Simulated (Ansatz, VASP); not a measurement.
# TiN in VASP and in Ansatz

```
Ti N
1.0
     0.00000    2.07868    2.07868
     2.07868    0.00000    2.07868
     2.07868    2.07868    0.00000
Ti N
1 1
Direct
  0.00000 0.00000 0.00000
  0.50000 0.50000 0.50000
```

Change from the starting cell: volume scaled by 0.94.

Alike in both runs: task single point; functional PBE; k mesh 13 × 13 × 13; occupations fermi-dirac, width 0.05 eV; no spin polarisation.

```csv
,VASP,Ansatz
version,VASP 6.6.1,Ansatz 0.2.0
potentials or method,"VASP PAW PBE potentials, release 64 (Ti_sv, N), cutoff 520 eV","all-electron LAPW, scalar-relativistic"
```

```csv
,VASP,Ansatz,Ansatz less VASP
pressure (GPa),20.7,20.3,-0.45
```

Ansatz ran all-electron here, and VASP with PAW potentials.
